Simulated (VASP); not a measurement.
Set up this calculation in VASP 6.6.1, as the native input.

- Task: single point
- Functional: r2SCAN
- Potentials or basis: VASP PAW PBE potentials, release 64 (Sn_d, O)
- Cutoff: 520 eV
- k mesh: 8 × 8 × 8
- Occupations: fermi-dirac, width 0.02 eV
- Spin: no spin polarisation
- Dipole correction: no
- Further INCAR settings: ALGO = Normal; EDIFF = 1e-06; NBANDS = 17

Crystal: SnO.

```
Sn O
1.0
     0.00000    2.73936    2.73936
     2.73936    0.00000    2.73936
     2.73936    2.73936    0.00000
Sn O
1 1
Direct
  0.00000 0.00000 0.00000
  0.25000 0.25000 0.25000
```

This cell differs from its parent crystal: strain +1.1%.

One way to write it, as run:

POSCAR

```
SnO
1.0
    0.0000000000      2.7393591945      2.7393591945
    2.7393591945      0.0000000000      2.7393591945
    2.7393591945      2.7393591945      0.0000000000
Sn O
1 1
Direct
    0.0000000000      0.0000000000      0.0000000000
    0.2500000000      0.2500000000      0.2500000000
```

INCAR.step1

```
ALGO = Normal ; EDIFF = 1E-4
ENCUT = 520 ; GGA = PE
ISMEAR = -1 ; LASPH = T
LCHARG = F ; LREAL = F
LWAVE = T ; NBANDS = 17
NELM = 80 ; PREC = Accurate
SIGMA = 0.02
```

INCAR.step2

```
ALGO = Normal ; EDIFF = 1E-6
ENCUT = 520 ; ISIF = 2
ISMEAR = -1 ; ISTART = 1
LASPH = T ; LCHARG = F
LMIXTAU = T ; LREAL = F
LWAVE = F ; METAGGA = R2SCAN
NBANDS = 17 ; NELM = 80
PREC = Accurate ; SIGMA = 0.02
```

KPOINTS

```
k-points
0
Gamma
  8 8 8
```

Potentials or basis: VASP PAW PBE potentials, release 64 (Sn_d, O).

Launch:

```sh
$ cat potpaw_PBE.64/Sn_d/POTCAR potpaw_PBE.64/O/POTCAR > POTCAR
$ cp INCAR.step1 INCAR
$ mpirun -np 1 vasp_std > vasp.out
$ cp INCAR.step2 INCAR
$ mpirun -np 1 vasp_std > vasp.out
```

Results of the run:

```yaml
Pressure: -2.0 GPa
Band_gap_on_the_k_mesh: zero (band 10 reaches 5.66 eV, above the bottom of band 11 at 5.47 eV)
```

Caveat: the cell differs from its parent crystal (strain +1.1%); the PAW data sets were made with another functional, which shifts forces and pressure a little; spin-orbit coupling is left out, which moves the levels of the heavy elements.

Wall time 64 s on 1 thread of Intel Xeon 6975P-C (shared host), peak memory 0.18 GiB.
